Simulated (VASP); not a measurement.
# Zn3SnO3 (P-6m2) in VASP: further runs

Zn3SnO3 is run at these levels: PBE; tasks: single point, relaxation of cell and atoms.

All numbers are computed with VASP 6.6.1; they aren't measurements. Logs are shortened: lines on timing, memory, paths and dates and some standing lists are left out, and cuts for length are marked.

## Step 1: The cell of the first run

The structure is hexagonal, space group P-6m2 (No. 187). Conventional cell: a = 3.378 Å, b = 3.378 Å, c = 10.799 Å, α = 90.00°, β = 90.00°, γ = 120.00°. Zn (site symmetry 3m) has 4 O at 1.95 to 2.33 Å within 2.6 Å. Within 2.6 Å of Zn (site symmetry -6m2) lie 5 O at 1.95 to 2.34 Å. Sn (site symmetry -6m2) has 6 Sn at 3.38 Å and 6 O at 3.63 Å and 6 Zn at 3.64 Å within 4.4 Å. O (site symmetry 3m) has 4 Zn at 1.95 to 2.34 Å within 2.6 Å. Within 2.6 Å of O (site symmetry -6m2) lie 5 Zn at 1.95 to 2.33 Å.

## Step 2: Single point, PBE

File INCAR:

```
  PREC = Accurate
  ENCUT = 520
  EDIFF = 1E-6
  ISMEAR = 0
  SIGMA = 0.2
  LREAL = F
  LASPH = T
  NELM = 80
  ALGO = Normal
  ISIF = 2
  LWAVE = F
  LCHARG = T
  GGA = PE
  LELF = T
  LVHAR = T
  NBANDS = 43
```

File KPOINTS:

```
regular mesh
0
Gamma
  6 6 2
```

File POSCAR:

```
Zn3SnO3
1.0
    3.3783963226      0.0000000000      0.0000000000
   -1.6891981613      2.9257770395      0.0000000000
    0.0000000000      0.0000000000     10.7994885661
Zn Sn O
3 1 3
Direct
    0.6666666667      0.3333333333      0.7844236637
    0.3333333333      0.6666666667      0.0000000000
    0.6666666667      0.3333333333      0.2155763363
    0.0000000000      0.0000000000      0.5000000000
    0.3333333333      0.6666666667      0.7832181255
    0.6666666667      0.3333333333      0.0000000000
    0.3333333333      0.6666666667      0.2167818745
```

Potentials or basis: VASP PAW PBE potentials, release 64 (Zn, Sn_d, O).

On the command line:

```console
$ cat potpaw_PBE.64/Zn/POTCAR potpaw_PBE.64/Sn_d/POTCAR potpaw_PBE.64/O/POTCAR > POTCAR
$ mpirun -np 1 vasp_std > vasp.out
```

OUTCAR:

```text
PREC = Accurate
   ENCUT = 520
   EDIFF = 1E-6
   ISMEAR = 0
   LREAL = F
   LASPH = T
   NELM = 80
   ISIF = 2
   GGA = PE

 ion  position               nearest neighbor table
   1  0.667  0.333  0.784-   5 1.95   5 1.95   5 1.95   6 2.33   2 3.04   2 3.04   2 3.04
   2  0.333  0.667  0.000-   6 1.95   6 1.95   6 1.95   7 2.34   5 2.34   3 3.04   1 3.04   3 3.04
                             1 3.04   1 3.04   3 3.04
   3  0.667  0.333  0.216-   7 1.95   7 1.95   7 1.95   6 2.33   2 3.04   2 3.04   2 3.04
   4  0.000  0.000  0.500-
   5  0.333  0.667  0.783-   1 1.95   1 1.95   1 1.95   2 2.34
   6  0.667  0.333  0.000-   2 1.95   2 1.95   2 1.95   3 2.33   1 2.33
   7  0.333  0.667  0.217-   3 1.95   3 1.95   3 1.95   2 2.34

  LATTYP: Found a hexagonal cell.
 ALAT       =     3.3783963226
 C/A-ratio  =     3.1966316367

  Lattice vectors:

 A1 = (   3.3783963226,   0.0000000000,   0.0000000000)
 A2 = (  -1.6891981613,   2.9257770395,   0.0000000000)
 A3 = (   0.0000000000,   0.0000000000,  10.7994885661)

Analysis of symmetry for initial positions (statically):
=====================================================================
 Subroutine PRICEL returns:
 Original cell was already a primitive cell.

 Routine SETGRP: Setting up the symmetry group for a
 hexagonal supercell.

 Subroutine GETGRP returns: Found 12 space group operations
 (whereof 12 operations were pure point group operations)
 out of a pool of 24 trial point group operations.

The static configuration has the point symmetry D_3h.

Analysis of symmetry for dynamics (positions and initial velocities):
=====================================================================
 Subroutine PRICEL returns:
 Original cell was already a primitive cell.

 Routine SETGRP: Setting up the symmetry group for a
 hexagonal supercell.

 Subroutine GETGRP returns: Found 12 space group operations
 (whereof 12 operations were pure point group operations)
 out of a pool of 24 trial point group operations.

The dynamic configuration has the point symmetry D_3h.

 Subroutine INISYM returns: Found 12 space group operations
 (whereof 12 operations are pure point group operations),
 and found     1 'primitive' translations

----------------------------------------------------------------------------------------

                                     Primitive cell

  volume of cell :     106.7468

  direct lattice vectors                    reciprocal lattice vectors
     3.378396323  0.000000000  0.000000000     0.295998428  0.170894772  0.000000000
    -1.689198161  2.925777039  0.000000000     0.000000000  0.341789544  0.000000000
     0.000000000  0.000000000 10.799488566     0.000000000  0.000000000  0.092596978

  length of vectors
     3.378396323  3.378396323 10.799488566     0.341789544  0.341789544  0.092596978

  position of ions in fractional coordinates (direct lattice)
     0.666666667  0.333333333  0.784423664
     0.333333333  0.666666667  0.000000000
     0.666666667  0.333333333  0.215576336
     0.000000000  0.000000000  0.500000000
     0.333333333  0.666666667  0.783218125
     0.666666667  0.333333333  0.000000000
     0.333333333  0.666666667  0.216781875

  ion indices of the primitive-cell ions
   primitive index   ion index
                 1           1
                 2           2
                 3           3
                 4           4
                 5           5
                 6           6
                 7           7

----------------------------------------------------------------------------------------

 KPOINTS: regular mesh

Automatic generation of k-mesh.
 Grid dimensions read from file:
 generate k-points for:    6    6    2

 Generating k-lattice:

  Cartesian coordinates                     Fractional coordinates (reciprocal lattice)
     0.049333071  0.028482462  0.000000000     0.166666667 -0.000000000  0.000000000
     0.000000000  0.056964924  0.000000000     0.000000000  0.166666667  0.000000000
     0.000000000  0.000000000  0.046298489     0.000000000  0.000000000  0.500000000

  Length of vectors
     0.056964924  0.056964924  0.046298489

  Shift w.r.t. Gamma in fractional coordinates (k-lattice)
     0.000000000  0.000000000  0.000000000

 Subroutine IBZKPT returns following result:
 ===========================================

 Found     14 irreducible k-points:

 Following reciprocal coordinates:
            Coordinates               Weight
  0.000000  0.000000  0.000000      1.000000
  0.166667  0.000000  0.000000      6.000000
  0.333333 -0.000000  0.000000      6.000000
  0.500000 -0.000000  0.000000      3.000000
  0.166667  0.166667  0.000000      6.000000
  0.333333  0.166667  0.000000     12.000000
  0.333333  0.333333  0.000000      2.000000
  0.000000  0.000000  0.500000      1.000000
  0.166667  0.000000  0.500000      6.000000
  0.333333 -0.000000  0.500000      6.000000
  0.500000 -0.000000  0.500000      3.000000
  0.166667  0.166667  0.500000      6.000000
  0.333333  0.166667  0.500000     12.000000
  0.333333  0.333333  0.500000      2.000000
   k-points           NKPTS =     14   k-points in BZ     NKDIM =     14   number of bands    NBANDS=     43
   number of dos      NEDOS =    301   number of ions     NIONS =      7
   total plane-waves  NPLWV =  62720
   dimension x,y,z NGX =    28 NGY =   28 NGZ =   80
   dimension x,y,z NGXF=    56 NGYF=   56 NGZF=  160
   ions per type =               3   1   3
   NGX,Y,Z   is equivalent  to a cutoff of  13.78, 13.78, 12.32 a.u.
   NGXF,Y,Z  is equivalent  to a cutoff of  27.56, 27.56, 24.63 a.u.
 SYSTEM =  unknown system
   PREC   = accura    normal or accurate (medium, high low for compatibility)
   ISTART =      0    job   : 0-new  1-cont  2-samecut
   ICHARG =      2    charge: 1-file 2-atom 10-const
   ISPIN  =      1    spin polarized calculation?
   LNONCOLLINEAR =      F non collinear calculations
   LSORBIT =      F    spin-orbit coupling
   LASPH  =      T    aspherical Exc in radial PAW
   ENCUT  =  520.0 eV  38.22 Ry    6.18 a.u.   6.28  6.28 20.08*2*pi/ulx,y,z
   NELM   =     80;   NELMIN=  2; NELMDL= -5     # of ELM steps
   EDIFF  = 0.1E-05   stopping-criterion for ELM
   LREAL  =      F    real-space projection
   EDIFFG = 0.1E-04   stopping-criterion for IOM
   NSW    =      0    number of steps for IOM
   IBRION =     -1    ionic relax: 0-MD 1-quasi-New 2-CG
   NFREE  =      0    steps in history (QN), initial steepest desc. (CG)
   ISIF   =      2    stress and relaxation
   ISYM   =      2    0-nonsym 1-usesym 2-fastsym
   POTIM  = 0.5000    time-step for ionic-motion
   TEBEG  =    0.0;   TEEND  =   0.0 temperature during run
   PSTRESS=    0.0 pullay stress
   NELECT =      68.0000    total number of electrons
   NUPDOWN=      -1.0000    fix difference up-down
   EMIN   =  10.00;   EMAX   =-10.00  energy-range for DOS
   EFERMI =   0.00;   METHOD = LEGACY
   ISMEAR =     0;   SIGMA  =   0.20  broadening in eV -4-tet -1-fermi 0-gaus
   EFERMI_NEDOS =   21; number of points for ismear=-14 and -15
   IALGO  =     38    algorithm
   IMIX   =      4    mixing-type and parameters
     AMIX     =   0.40;   BMIX     =  1.00
     AMIX_MAG =   1.60;   BMIX_MAG =  1.00
  volume/ion in A,a.u.               =      15.25       102.91
  Fermi-wavevector in a.u.,A,eV,Ry     =   1.408617  2.661899 26.996689  1.984201
  Thomas-Fermi vector in A             =   2.530756
   LORBIT       =      0    0 simple, 1 ext, 2 COOP (PROOUT), +10 PAW based schemes
   GGA     = PE    functional components
   LHFCALC =     F    Hartree Fock is set to
   AEXX    =    0.0000 exact exchange contribution
   IVDW    =     0    specifies the selected vdW correction
   LEPSILON=     F    determine dielectric tensor
   LRPA    =     F    only Hartree local field effects (RPA)
 non-spin polarized calculation
 Gauss-broadening in eV      SIGMA  =   0.20
  energy-cutoff  :      520.00
  volume of cell :      106.75
 maximum number of plane-waves:      2920
 NGX is ok and might be reduce to    28
   NGX = 13   NGY = 13   NGZ = 41

 number of electron      67.9999989 magnetization

 Free energy of the ion-electron system (eV)
  ---------------------------------------------------
  ext. energy  EPLUGINS =         0.00000000
  ---------------------------------------------------
  free energy    TOTEN  =       -29.40388009 eV

  energy without entropy =      -29.37995565  energy(sigma->0) =      -29.39191787

 E-fermi :   3.4548     XC(G=0): -10.3589

 val. band max:        3.3608212922   @ k =   0.1667   0.1667   0.0000
 cond. band min:       3.4868239642   @ k =   0.1667   0.1667   0.5000
 fundamental gap:      0.1260026720
 Fermi energy:         3.4548065760

 k-point     1 :       0.0000    0.0000    0.0000
  band No.  band energies     occupation
      1     -18.2311      2.00000
      2     -18.1076      2.00000
      3     -18.1076      2.00000
      4     -18.0978      2.00000
      5     -18.0978      2.00000
      6     -15.7392      2.00000
[... 35 lines left out ...]
     42      13.8654      0.00000
     43      13.8706      0.00000

 k-point     2 :       0.1667    0.0000    0.0000
  band No.  band energies     occupation
      1     -18.2134      2.00000
      2     -18.1239      2.00000
      3     -18.1114      2.00000
      4     -18.1006      2.00000
      5     -18.0647      2.00000
      6     -15.6047      2.00000
[... 35 lines left out ...]
     42      12.2483      0.00000
     43      12.7181      0.00000

 k-point     3 :       0.3333   -0.0000    0.0000
  band No.  band energies     occupation
      1     -18.1948      2.00000
      2     -18.1561      2.00000
      3     -18.1191      2.00000
      4     -18.0901      2.00000
      5     -17.9977      2.00000
      6     -15.3014      2.00000
[... 35 lines left out ...]
     42      10.7140      0.00000
     43      11.4836      0.00000

 k-point     4 :       0.5000   -0.0000    0.0000
  band No.  band energies     occupation
      1     -18.1948      2.00000
      2     -18.1721      2.00000
      3     -18.1229      2.00000
      4     -18.0759      2.00000
      5     -17.9638      2.00000
      6     -15.1119      2.00000
[... 403 lines left out ...]
     42      11.8570      0.00000
     43      11.9333      0.00000

 k-point    13 :       0.3333    0.1667    0.5000
  band No.  band energies     occupation
      1     -18.1694      2.00000
      2     -18.1638      2.00000
      3     -18.1312      2.00000
      4     -18.0778      2.00000
      5     -17.9882      2.00000
      6     -15.1177      2.00000
[... 35 lines left out ...]
     42      10.5835      0.00000
     43      11.4605      0.00000

 k-point    14 :       0.3333    0.3333    0.5000
  band No.  band energies     occupation
      1     -18.1526      2.00000
      2     -18.1522      2.00000
      3     -18.1442      2.00000
      4     -18.0346      2.00000
      5     -18.0339      2.00000
      6     -15.0007      2.00000
[... 35 lines left out ...]
     42      10.7237      0.00000
     43      11.0364      0.00000

------------------------ aborting loop because EDIFF is reached ----------------------------------------

  FORCE on cell =-STRESS in cart. coord.  units (eV):
  Direction    XX          YY          ZZ          XY          YZ          ZX
  --------------------------------------------------------------------------------------
  -------------------------------------------------------------------------------------
  Total        0.5783168      0.5783168      0.5963670      0.0000000     -0.0000000      0.0000000
  in kB        8.6800330      8.6800330      8.9509505      0.0000000     -0.0000000      0.0000000
  external PRESSURE =       8.7703388 kB  Pullay stress =       0.0000000 kB

 VOLUME and BASIS-vectors are now :
 -----------------------------------------------------------------------------
  energy-cutoff  :      520.00
  volume of cell :      106.75
      direct lattice vectors                 reciprocal lattice vectors
     3.378396323  0.000000000  0.000000000     0.295998428  0.170894772  0.000000000
    -1.689198161  2.925777039  0.000000000     0.000000000  0.341789544  0.000000000
     0.000000000  0.000000000 10.799488566     0.000000000  0.000000000  0.092596978

 POSITION                                       TOTAL-FORCE (eV/Angst)
 -----------------------------------------------------------------------------------
      1.68920      0.97526      8.47137        -0.000000      0.000000     -0.042363
     -0.00000      1.95052      0.00000         0.000000     -0.000000      0.000000
      1.68920      0.97526      2.32811        -0.000000      0.000000      0.042363
      0.00000      0.00000      5.39974        -0.000000      0.000000      0.000000
     -0.00000      1.95052      8.45836        -0.000000      0.000000     -0.020756
      1.68920      0.97526      0.00000         0.000000     -0.000000      0.000000
     -0.00000      1.95052      2.34113        -0.000000      0.000000      0.020756
 -----------------------------------------------------------------------------------
    total drift:                                0.000000     -0.000000      0.000000

  FREE ENERGIE OF THE ION-ELECTRON SYSTEM (eV)
  ---------------------------------------------------
  free  energy   TOTEN  =       -29.4038800869 eV

  energy  without entropy=      -29.3799556513  energy(sigma->0) =      -29.39191787
```

Run time: 40 s. Hardware: 1 thread of AMD EPYC 9R45 (Zen 5), shared host; peak memory 0.23 GiB.

Results:

* Free energy: -29.4039 eV
* Pressure: 0.9 GPa
* Largest force: 0.042 eV/Å
* Band gap on the k mesh: zero (bands 34 and 35 overlap by 1.14 eV)

Forces in eV/Å, atoms in the order of the input:
```
Zn   0.000  0.000 -0.042
Zn   0.000  0.000  0.000
Zn   0.000  0.000  0.042
Sn   0.000  0.000  0.000
O    0.000  0.000 -0.021
O    0.000  0.000  0.000
O    0.000  0.000  0.021
```

Caveat: spin-orbit coupling is left out, which moves the levels of the heavy elements.

## Step 3: Relaxation of cell and atoms, PBE

This run uses another cell than the first one, of 13.75 Å³/atom.

File INCAR:

```
PREC = Accurate ; ENCUT = 600
EDIFF = 1E-6 ; ISMEAR = 0
SIGMA = 0.2 ; LREAL = False
LASPH = True ; NELM = 100
ALGO = Normal ; ISIF = 3
LWAVE = False ; LCHARG = False
GGA = PE ; IBRION = 2
NSW = 36 ; EDIFFG = -0.08
```

File KPOINTS:

```
Automatic mesh
0
Gamma
  6 6 2
```

File POSCAR:

```
Zn3SnO3
1.0
    3.3500000000      0.0000000000      0.0000000000
   -1.6750000000      2.9011851000      0.0000000000
    0.0000000000      0.0000000000      9.9000000000
Zn Sn O
3 1 3
Direct
    0.6666666700      0.3333333300      0.7630000000
    0.3333333300      0.6666666700      0.0000000000
    0.6666666700      0.3333333300      0.2370000000
    0.0000000000      0.0000000000      0.5000000000
    0.3333333300      0.6666666700      0.7630000000
    0.6666666700      0.3333333300      0.0000000000
    0.3333333300      0.6666666700      0.2370000000
```

Potentials or basis: VASP PAW PBE potentials, release 64 (Zn, Sn_d, O).

On the command line:

```console
$ cat potpaw_PBE.64/Zn/POTCAR potpaw_PBE.64/Sn_d/POTCAR potpaw_PBE.64/O/POTCAR > POTCAR
$ mpirun -np 1 vasp_std > vasp.out
```

Wall time 4.2 min (1 thread of AMD EPYC 9R45 (Zen 5), shared host); peak memory 0.25 GiB.

Results (log left out):

| Quantity | Value |
| --- | --- |
| Free energy | -29.3984 eV |
| Relaxed volume | 15.45 Å³/atom |
| Relaxed cell | a = 3.379 Å, b = 3.379 Å, c = 10.942 Å, α = 90.00°, β = 90.00°, γ = 120.00° |
| Space group after relaxing (to 0.1 Å) | P-6m2 (No. 187) |
| Energy gained by relaxing | 33.1 meV/atom |
| Ionic steps | 10 |
| Pressure after relaxing | -0.3 GPa |
| Largest force after relaxing | 0.067 eV/Å |
| Band gap on the k mesh | zero (bands 34 and 35 overlap by 1.13 eV) |

Forces on the atoms (eV/Å):
```
Zn   0.000  0.000  0.029
Zn   0.000  0.000  0.000
Zn   0.000  0.000 -0.029
Sn   0.000  0.000  0.000
O    0.000  0.000  0.067
O    0.000  0.000  0.000
O    0.000  0.000 -0.067
```

The path:
| step | energy change (eV) | largest force (eV/Å) | pressure (GPa) | volume (Å³) |
| --- | --- | --- | --- | --- |
| 1 | 0.0000 | 0.2594 | 6.41 | 96.22 |
| 2 | -0.0828 | 0.3036 | -2.56 | 104.08 |
| 3 | -0.1040 | 0.2369 | -0.05 | 101.51 |
| 4 | -0.1232 | 0.2250 | -0.01 | 101.97 |
| 5 | -0.1681 | 0.1877 | 0.16 | 103.32 |
| 6 | -0.2043 | 0.1255 | 1.01 | 105.88 |
| 7 | -0.2097 | 0.1679 | -1.45 | 109.06 |
| 8 | -0.2128 | 0.1516 | -0.58 | 107.86 |
| 9 | -0.2209 | 0.1148 | -0.47 | 107.96 |
| 10 | -0.2318 | 0.0668 | -0.25 | 108.18 |

Final structure:
```
Zn Sn O
1.0
     3.37879    0.00000    0.00000
    -1.68940    2.92612    0.00000
     0.00000    0.00000   10.94166
Zn Sn O
3 1 3
Direct
  0.66667 0.33333 0.78205
  0.33333 0.66667 0.00000
  0.66667 0.33333 0.21795
  0.00000 0.00000 0.50000
  0.33333 0.66667 0.78014
  0.66667 0.33333 0.00000
  0.33333 0.66667 0.21986
```

Levels at points of the mesh, in eV from the Fermi level:
| k point | band 32 | band 33 | band 34 | band 35 | band 36 | band 37 |
| --- | --- | --- | --- | --- | --- | --- |
| (0.00, 0.00, 0.00) | -1.44 | -1.44 | -0.97 | -0.01 | 2.82 | 2.85 |
| (0.50, 0.00, 0.00) | -2.91 | -2.26 | -1.83 | 1.24 | 3.21 | 3.92 |
| (0.00, 0.00, 0.50) | -1.64 | -1.44 | -1.44 | 1.33 | 1.35 | 3.39 |
| (0.50, 0.00, 0.50) | -2.51 | -2.18 | -2.13 | 1.12 | 3.39 | 3.92 |

Caveat: the k points lie up to 0.36 Å⁻¹ apart in the final cell, too coarse for converged energies and pressures of a metal; spin-orbit coupling is left out, which moves the levels of the heavy elements; the relaxation stopped at a loose force limit of 0.08 eV/Å, so its end isn't a converged minimum.

## Step 4: Single point, PBE

This run uses another cell than the first one, of 15.56 Å³/atom.

File INCAR:

```
  ALGO = Normal
  EDIFF = 1E-7
  ENCUT = 520
  GGA = PE
  ISIF = 2
  ISMEAR = 0
  LASPH = True
  LCHARG = False
  LREAL = False
  LWAVE = False
  NBANDS = 43
  NELM = 60
  PREC = Accurate
  SIGMA = 0.1
```

File KPOINTS:

```
k-points
0
Gamma
  12 12 4
```

File POSCAR:

```
Zn3SnO3
1.0
    3.3702094591      0.0000000000      0.0000000000
   -1.6851047296      2.9186870077      0.0000000000
    0.0000000000      0.0000000000     11.0723627386
Zn Sn O
3 1 3
Direct
    0.6666666667      0.3333333333      0.7870046989
    0.3333333333      0.6666666667      0.0000000000
    0.6666666667      0.3333333333      0.2129953011
    0.0000000000      0.0000000000      0.5000000000
    0.3333333333      0.6666666667      0.7857161696
    0.6666666667      0.3333333333      0.0000000000
    0.3333333333      0.6666666667      0.2142838304
```

On the command line:

```console
$ cat potpaw_PBE.64/Zn/POTCAR potpaw_PBE.64/Sn_d/POTCAR potpaw_PBE.64/O/POTCAR > POTCAR
$ mpirun -np 1 vasp_std > vasp.out
```

Run time: 3 min. Hardware: 1 thread of AMD EPYC 9R45 (Zen 5), shared host; peak memory 0.37 GiB.

It converged, with:

```yaml
Free_energy: -29.3300 eV
Pressure: 0.6 GPa
Largest_force: 0.018 eV/Å
Band_gap_on_the_k_mesh: zero (bands 34 and 35 overlap by 1.18 eV)
```

Forces in eV/Å, atoms in the order of the input:
```
Zn   0.000  0.000 -0.018
Zn   0.000  0.000  0.000
Zn   0.000  0.000  0.018
Sn   0.000  0.000  0.000
O    0.000  0.000 -0.013
O    0.000  0.000  0.000
O    0.000  0.000  0.013
```

Stress tensor (GPa, compression positive):
```
0.87 0.00 0.00
0.00 0.87 0.00
0.00 0.00 0.12
```

Levels at points of the mesh, in eV from the Fermi level:
```
           k point  band 30  band 31  band 32  band 33  band 34  band 35  band 36  band 37  band 38  band 39
(0.00, 0.00, 0.00)    -1.54    -1.54    -1.33    -1.33    -0.97     0.07     2.78     3.03     6.71     7.19
(0.50, 0.00, 0.00)    -3.09    -3.05    -2.82    -2.17    -1.78     1.30     3.33     4.05     4.56     4.78
(0.00, 0.00, 0.50)    -1.73    -1.54    -1.54    -1.33    -1.33     1.35     1.41     3.49     6.66     7.19
(0.50, 0.00, 0.50)    -3.17    -2.81    -2.49    -2.07    -2.05     1.20     3.50     4.05     4.44     4.88
```

Caveat: spin-orbit coupling is left out, which moves the levels of the heavy elements.

(Part 1 of 2 ends here.)

The gap in the log of VASP goes by the Fermi energy; the results here count the filled bands.